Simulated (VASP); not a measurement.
# Ca3SbAs (P4/mmm) in VASP: single point with LDA

Aim: the single point of Ca3SbAs with LDA.

All numbers are computed with VASP 6.6.1; they aren't measurements. Logs are shortened: lines on timing, memory, paths and dates and some standing lists are left out, and cuts for length are marked.

**1. The cell of the first run**

It takes space group P4/mmm (No. 123, tetragonal). The conventional cell has a = 5.490 Å, b = 5.490 Å, c = 5.710 Å, α = 90.00°, β = 90.00°, γ = 90.00°. Within 3.6 Å of Ca (site symmetry mmm) lie 2 As at 2.75 Å. Within 3.8 Å of Ca (site symmetry 4/mmm) lie 2 As at 2.85 Å. Within 5.1 Å of Sb (site symmetry 4/mmm) lie 12 Ca at 3.88 to 3.96 Å and 8 As at 4.82 Å. Within 3.6 Å of As (site symmetry 4/mmm) lie 6 Ca at 2.75 to 2.85 Å.

**2. Single point, LDA (strain +0.0400 x Voigt [0, 1, 0, 0, 0, 0])**

INCAR

```
PREC     = Accurate       # precision mode
ENCUT    = 520            # plane-wave cutoff, eV
EDIFF    = 1E-6           # SCF threshold, eV
ISMEAR   = 0              # smearing method
SIGMA    = 0.03           # smearing width, eV
LREAL    = F              # projectors in reciprocal space
LASPH    = T              # aspherical terms in the spheres
NELM     = 100            # most SCF steps
ALGO     = Normal         # electronic algorithm
ISIF     = 2              # what is computed and relaxed
LWAVE    = F              # write WAVECAR
LCHARG   = F              # write CHGCAR
GGA      = CA             # functional
NBANDS   = 28             # bands
```

KPOINTS

```
regular mesh
0
Gamma
  6 6 6
```

POSCAR

```
Ca3SbAs
1.0
    5.4900000000      0.0000000000      0.0000000000
    0.0000000000      5.7096000000      0.0000000000
    0.0000000000      0.0000000000      5.4900000000
Ca Sb As
3 1 1
Direct
    0.0000000000      0.5000000000      0.5000000000
    0.5000000000      0.0000000000      0.5000000000
    0.5000000000      0.5000000000      0.0000000000
    0.0000000000      0.0000000000      0.0000000000
    0.5000000000      0.5000000000      0.5000000000
```

Potentials or basis: VASP PAW LDA potentials, release 64 (Ca_sv, Sb, As).

Started as:

```bash
> cat potpaw_LDA.64/Ca_sv/POTCAR potpaw_LDA.64/Sb/POTCAR potpaw_LDA.64/As/POTCAR > POTCAR
> mpirun -np 1 vasp_std > vasp.out
```

OUTCAR:

```text
PREC = Accurate
   ENCUT = 520
   EDIFF = 1E-6
   ISMEAR = 0
   LREAL = F
   LASPH = T
   NELM = 100
   ISIF = 2
   GGA = CA

 ion  position               nearest neighbor table
   1  0.000  0.500  0.500-   5 2.75   5 2.75
   2  0.500  0.000  0.500-   5 2.85   5 2.85
   3  0.500  0.500  0.000-   5 2.75   5 2.75
   4  0.000  0.000  0.000-
   5  0.500  0.500  0.500-   1 2.75   3 2.75   3 2.75   1 2.75   2 2.85   2 2.85

  LATTYP: Found a simple tetragonal cell.
 ALAT       =     5.4900000000
 C/A-ratio  =     1.0400000000

  Lattice vectors:

 A1 = (  -5.4900000000,   0.0000000000,   0.0000000000)
 A2 = (   0.0000000000,   0.0000000000,   5.4900000000)
 A3 = (   0.0000000000,   5.7096000000,   0.0000000000)

Analysis of symmetry for initial positions (statically):
=====================================================================
 Subroutine PRICEL returns:
 Original cell was already a primitive cell.

 Routine SETGRP: Setting up the symmetry group for a
 simple tetragonal supercell.

 Subroutine GETGRP returns: Found 16 space group operations
 (whereof 16 operations were pure point group operations)
 out of a pool of 16 trial point group operations.

The static configuration has the point symmetry D_4h.

Analysis of symmetry for dynamics (positions and initial velocities):
=====================================================================
 Subroutine PRICEL returns:
 Original cell was already a primitive cell.

 Routine SETGRP: Setting up the symmetry group for a
 simple tetragonal supercell.

 Subroutine GETGRP returns: Found 16 space group operations
 (whereof 16 operations were pure point group operations)
 out of a pool of 16 trial point group operations.

The dynamic configuration has the point symmetry D_4h.

 Subroutine INISYM returns: Found 16 space group operations
 (whereof 16 operations are pure point group operations),
 and found     1 'primitive' translations

----------------------------------------------------------------------------------------

                                     Primitive cell

  volume of cell :     172.0879

  direct lattice vectors                    reciprocal lattice vectors
     5.490000000  0.000000000  0.000000000     0.182149362  0.000000000  0.000000000
     0.000000000  5.709600000  0.000000000     0.000000000  0.175143618  0.000000000
     0.000000000  0.000000000  5.490000000     0.000000000  0.000000000  0.182149362

  length of vectors
     5.490000000  5.709600000  5.490000000     0.182149362  0.175143618  0.182149362

  position of ions in fractional coordinates (direct lattice)
     0.000000000  0.500000000  0.500000000
     0.500000000  0.000000000  0.500000000
     0.500000000  0.500000000  0.000000000
     0.000000000  0.000000000  0.000000000
     0.500000000  0.500000000  0.500000000

  ion indices of the primitive-cell ions
   primitive index   ion index
                 1           1
                 2           2
                 3           3
                 4           4
                 5           5

----------------------------------------------------------------------------------------

 KPOINTS: regular mesh

Automatic generation of k-mesh.
 Grid dimensions read from file:
 generate k-points for:    6    6    6

 Generating k-lattice:

  Cartesian coordinates                     Fractional coordinates (reciprocal lattice)
     0.030358227  0.000000000  0.000000000     0.166666667  0.000000000  0.000000000
     0.000000000  0.029190603  0.000000000     0.000000000  0.166666667  0.000000000
     0.000000000  0.000000000  0.030358227     0.000000000  0.000000000  0.166666667

  Length of vectors
     0.030358227  0.029190603  0.030358227

  Shift w.r.t. Gamma in fractional coordinates (k-lattice)
     0.000000000  0.000000000  0.000000000

 Subroutine IBZKPT returns following result:
 ===========================================

 Found     40 irreducible k-points:

 Following reciprocal coordinates:
            Coordinates               Weight
  0.000000  0.000000  0.000000      1.000000
  0.166667  0.000000  0.000000      4.000000
  0.333333  0.000000  0.000000      4.000000
  0.500000  0.000000  0.000000      2.000000
  0.000000  0.166667  0.000000      2.000000
  0.166667  0.166667  0.000000      8.000000
[... 16 lines left out ...]
  0.166667  0.333333  0.166667      8.000000
  0.333333  0.333333  0.166667     16.000000
 [... further k-points ...]
   k-points           NKPTS =     40   k-points in BZ     NKDIM =     40   number of bands    NBANDS=     28
   number of dos      NEDOS =    301   number of ions     NIONS =      5
   total plane-waves  NPLWV =  74088
   dimension x,y,z NGX =    42 NGY =   42 NGZ =   42
   dimension x,y,z NGXF=    84 NGYF=   84 NGZF=   84
   ions per type =               3   1   1
   NGX,Y,Z   is equivalent  to a cutoff of  12.72, 12.23, 12.72 a.u.
   NGXF,Y,Z  is equivalent  to a cutoff of  25.44, 24.46, 25.44 a.u.
 SYSTEM =  unknown system
   PREC   = accura    normal or accurate (medium, high low for compatibility)
   ISTART =      0    job   : 0-new  1-cont  2-samecut
   ICHARG =      2    charge: 1-file 2-atom 10-const
   ISPIN  =      1    spin polarized calculation?
   LNONCOLLINEAR =      F non collinear calculations
   LSORBIT =      F    spin-orbit coupling
   LASPH  =      T    aspherical Exc in radial PAW
   ENCUT  =  520.0 eV  38.22 Ry    6.18 a.u.  10.21 10.62 10.21*2*pi/ulx,y,z
   NELM   =    100;   NELMIN=  2; NELMDL= -5     # of ELM steps
   EDIFF  = 0.1E-05   stopping-criterion for ELM
   LREAL  =      F    real-space projection
   EDIFFG = 0.1E-04   stopping-criterion for IOM
   NSW    =      0    number of steps for IOM
   IBRION =     -1    ionic relax: 0-MD 1-quasi-New 2-CG
   NFREE  =      0    steps in history (QN), initial steepest desc. (CG)
   ISIF   =      2    stress and relaxation
   ISYM   =      2    0-nonsym 1-usesym 2-fastsym
   POTIM  = 0.5000    time-step for ionic-motion
   TEBEG  =    0.0;   TEEND  =   0.0 temperature during run
   PSTRESS=    0.0 pullay stress
   NELECT =      40.0000    total number of electrons
   NUPDOWN=      -1.0000    fix difference up-down
   EMIN   =  10.00;   EMAX   =-10.00  energy-range for DOS
   EFERMI =   0.00;   METHOD = LEGACY
   ISMEAR =     0;   SIGMA  =   0.03  broadening in eV -4-tet -1-fermi 0-gaus
   EFERMI_NEDOS =   21; number of points for ismear=-14 and -15
   IALGO  =     38    algorithm
   IMIX   =      4    mixing-type and parameters
     AMIX     =   0.40;   BMIX     =  1.00
     AMIX_MAG =   1.60;   BMIX_MAG =  1.00
  volume/ion in A,a.u.               =      34.42       232.26
  Fermi-wavevector in a.u.,A,eV,Ry     =   1.006572  1.902145 13.785240  1.013187
  Thomas-Fermi vector in A             =   2.139322
   LORBIT       =      0    0 simple, 1 ext, 2 COOP (PROOUT), +10 PAW based schemes
   GGA     = CA    functional components
   LHFCALC =     F    Hartree Fock is set to
   AEXX    =    0.0000 exact exchange contribution
   IVDW    =     0    specifies the selected vdW correction
   LEPSILON=     F    determine dielectric tensor
   LRPA    =     F    only Hartree local field effects (RPA)
 non-spin polarized calculation
 Gauss-broadening in eV      SIGMA  =   0.03
  energy-cutoff  :      520.00
  volume of cell :      172.09
 maximum number of plane-waves:      4694
 NGX is ok and might be reduce to    42
   NGX = 21   NGY = 21   NGZ = 21

 number of electron      40.0000005 magnetization

 Free energy of the ion-electron system (eV)
  ---------------------------------------------------
  ext. energy  EPLUGINS =         0.00000000
  ---------------------------------------------------
  free energy    TOTEN  =       -21.32387058 eV

  energy without entropy =      -21.32385642  energy(sigma->0) =      -21.32386350

 E-fermi :   2.7719     XC(G=0):  -8.5313

 val. band max:        2.7194709074   @ k =   0.0000   0.0000   0.0000
 cond. band min:       2.8188465253   @ k =   0.0000   0.0000   0.0000
 fundamental gap:      0.0993756179
 Fermi energy:         2.7719022166

 k-point     1 :       0.0000    0.0000    0.0000
  band No.  band energies     occupation
      1     -38.4238      2.00000
      2     -38.2796      2.00000
      3     -38.2674      2.00000
      4     -19.7524      2.00000
      5     -19.7524      2.00000
      6     -19.7124      2.00000
[... 20 lines left out ...]
     27       5.7821      0.00000
     28       5.9362      0.00000

 k-point     2 :       0.1667    0.0000    0.0000
  band No.  band energies     occupation
      1     -38.4238      2.00000
      2     -38.2788      2.00000
      3     -38.2682      2.00000
      4     -19.7519      2.00000
      5     -19.7511      2.00000
      6     -19.7094      2.00000
[... 20 lines left out ...]
     27       5.8062      0.00000
     28       5.9736      0.00000

 k-point     3 :       0.3333    0.0000    0.0000
  band No.  band energies     occupation
      1     -38.4237      2.00000
      2     -38.2767      2.00000
      3     -38.2705      2.00000
      4     -19.7510      2.00000
      5     -19.7486      2.00000
      6     -19.7028      2.00000
[... 20 lines left out ...]
     27       5.5296      0.00000
     28       5.9863      0.00000

 k-point     4 :       0.5000    0.0000    0.0000
  band No.  band energies     occupation
      1     -38.4236      2.00000
      2     -38.2737      2.00000
      3     -38.2735      2.00000
      4     -19.7506      2.00000
      5     -19.7473      2.00000
      6     -19.6992      2.00000
[... 578 lines left out ...]
     27       5.3760      0.00000
     28       5.8931      0.00000

 k-point    23 :       0.1667    0.3333    0.1667
  band No.  band energies     occupation
      1     -38.4236      2.00000
      2     -38.2783      2.00000
      3     -38.2690      2.00000
      4     -19.7497      2.00000
      5     -19.7484      2.00000
      6     -19.7058      2.00000
[... 20 lines left out ...]
     27       5.6988      0.00000
     28       5.8072      0.00000

 k-point    24 :       0.3333    0.3333    0.1667
  band No.  band energies     occupation
      1     -38.4236      2.00000
      2     -38.2764      2.00000
      3     -38.2710      2.00000
      4     -19.7526      2.00000
      5     -19.7488      2.00000
      6     -19.7153      2.00000
[... 20 lines left out ...]
     27       5.5705      0.00000
     28       5.7749      0.00000

 [... further k-points ...]

------------------------ aborting loop because EDIFF is reached ----------------------------------------

  FORCE on cell =-STRESS in cart. coord.  units (eV):
  Direction    XX          YY          ZZ          XY          YZ          ZX
  --------------------------------------------------------------------------------------
  -------------------------------------------------------------------------------------
  Total       -2.9480062     -5.9127113     -2.9480062      0.0000000     -0.0000000      0.0000000
  in kB      -27.4466027    -55.0486768    -27.4466027      0.0000000     -0.0000000      0.0000000
  external PRESSURE =     -36.6472941 kB  Pullay stress =       0.0000000 kB

 VOLUME and BASIS-vectors are now :
 -----------------------------------------------------------------------------
  energy-cutoff  :      520.00
  volume of cell :      172.09
      direct lattice vectors                 reciprocal lattice vectors
     5.490000000  0.000000000  0.000000000     0.182149362  0.000000000  0.000000000
     0.000000000  5.709600000  0.000000000     0.000000000  0.175143618  0.000000000
     0.000000000  0.000000000  5.490000000     0.000000000  0.000000000  0.182149362

 POSITION                                       TOTAL-FORCE (eV/Angst)
 -----------------------------------------------------------------------------------
      0.00000      2.85480      2.74500         0.000000      0.000000      0.000000
      2.74500      0.00000      2.74500         0.000000      0.000000      0.000000
      2.74500      2.85480      0.00000         0.000000      0.000000      0.000000
      0.00000      0.00000      0.00000         0.000000      0.000000      0.000000
      2.74500      2.85480      2.74500         0.000000      0.000000      0.000000
 -----------------------------------------------------------------------------------
    total drift:                                0.000000     -0.000000      0.000000

  FREE ENERGIE OF THE ION-ELECTRON SYSTEM (eV)
  ---------------------------------------------------
  free  energy   TOTEN  =       -21.3238705799 eV

  energy  without entropy=      -21.3238564199  energy(sigma->0) =      -21.32386350
```

Wall time 4.8 min (1 thread of Intel Xeon 8259CL, shared host); peak memory 0.34 GiB.

Results:

| Quantity | Value |
| --- | --- |
| Free energy | -21.3239 eV |
| Pressure | -3.7 GPa |
| Band gap on the k mesh | 0.10 eV, direct |

Stress tensor (GPa, compression positive):
```
-2.74  0.00  0.00
 0.00 -5.50  0.00
 0.00  0.00 -2.74
```

Caveat: the cell differs from its parent crystal (strain +0.0400 x Voigt [0, 1, 0, 0, 0, 0]); spin-orbit coupling is left out, which moves the levels of the heavy elements. A k mesh can miss the band edges.
